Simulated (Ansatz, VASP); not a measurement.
One calculation of Ru, two programs

Contents of POSCAR:

```
Ru
1.0
   -1.5092818654      1.5092818654      1.5092818654
    1.5092818654     -1.5092818654      1.5092818654
    1.5092818654      1.5092818654     -1.5092818654
Ru
1
Direct
    0.0000000000      0.0000000000      0.0000000000
```

INCAR.step1

```
  PREC = Accurate
  ENCUT = 620
  ISMEAR = 0
  SIGMA = 0.1
  LREAL = F
  LASPH = T
  NELM = 120
  NBANDS = 14
  GGA = PE
  ALGO = Normal
  EDIFF = 1E-5
  LWAVE = T
  LCHARG = F
  GGA_COMPAT = F
```

The input INCAR.step2:

```
  PREC = Accurate
  ENCUT = 620
  EDIFF = 1E-6
  ISMEAR = 0
  SIGMA = 0.1
  LREAL = F
  LASPH = T
  NELM = 120
  ALGO = Normal
  ISIF = 2
  LWAVE = F
  LCHARG = T
  METAGGA = R2SCAN
  LMIXTAU = T
  LELF = T
  LVHAR = T
  NBANDS = 14
  ISTART = 1
  GGA_COMPAT = F
```

File KPOINTS:

```
regular mesh
0
Gamma
  20 20 20
```

Input for Ansatz:

```yaml
crystal:
  lattice:
    - [-1.5092818654, 1.5092818654, 1.5092818654]
    - [1.5092818654, -1.5092818654, 1.5092818654]
    - [1.5092818654, 1.5092818654, -1.5092818654]
  atoms:
    - { symbol: Ru, position: [0.0, 0.0, 0.0] }
basis:
  ecutwfc: 500
kpoints:
  mp_grid: { grid: [20, 20, 20] }
hamiltonian:
  xc: r2scan
  pseudopotentials: { kind: paw, azcp: { folder: soft_1 } }
scf:
  occupations: { method: gaussian, width: 0.1 }
output:
  forces: true
  stress: true
  eigenvalues: true
```

Alike in both runs: task single point; functional r2SCAN; k mesh 20 × 20 × 20; occupations gaussian, width 0.1 eV; no spin polarisation.

|  | VASP | Ansatz |
| --- | --- | --- |
| version | VASP 6.6.1 | Ansatz 0.2.0 |
| potentials or method | VASP PAW PBE potentials, release 64 (Ru_sv), cutoff 620 eV | scalar-relativistic, plane waves, PAW |
| valence electrons in the cell | 16 | 16 |

|  | VASP | Ansatz | Ansatz less VASP |
| --- | --- | --- | --- |
| gap on the k mesh at the Fermi level (eV) | none | none | - |
| pressure (GPa) | 4.2 | 4.5 | +0.35 |

VASP's potentials were made for PBE, not for r2SCAN. A gap of «none» marks a metal or a gap that the smearing closes. The functional is the same, so the differences come from potentials, cutoffs and numerics.
